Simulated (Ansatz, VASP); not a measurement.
## Be4Te3S in VASP and in Ansatz

```
S Be Te
1.0
     5.46552    0.00000    0.00000
     0.00000    5.46552    0.00000
     0.00000    0.00000    5.46552
S Be Te
1 4 3
Direct
  0.00000 0.00000 0.00000
  0.76795 0.76795 0.76795
  0.23205 0.23205 0.76795
  0.23205 0.76795 0.23205
  0.76795 0.23205 0.23205
  0.50000 0.50000 0.00000
  0.50000 0.00000 0.50000
  0.00000 0.50000 0.50000
```

Alike in both runs: task single point; functional r2SCAN; k mesh 6 × 6 × 6; no spin polarisation.

|  | VASP | Ansatz |
| --- | --- | --- |
| version | VASP 6.6.1 | Ansatz 0.2.0 |
| potentials or method | VASP PAW PBE potentials, release 64 (S, Be, Te) | plane waves, PAW |
| plane-wave cutoff (eV) | 520 | 500 |
| occupations | gaussian, width 0.01 eV | fixed |
| valence electrons in the cell | 32 | 62 |

```tsv
	VASP	Ansatz	Ansatz less VASP
gap on the k mesh at the Fermi level (eV)	2.26	2.26	+0.003
pressure (GPa)	0.2	0.0	-0.19
rms of the force components (eV/Å)	0.005	0.000	-0.0045
```

VASP's potentials were made for PBE, not for r2SCAN. VASP's potentials hold 32 valence electrons a cell and Ansatz's 62, so a difference there can come from the potentials and not from the codes.

Neither program's run includes spin-orbit coupling.
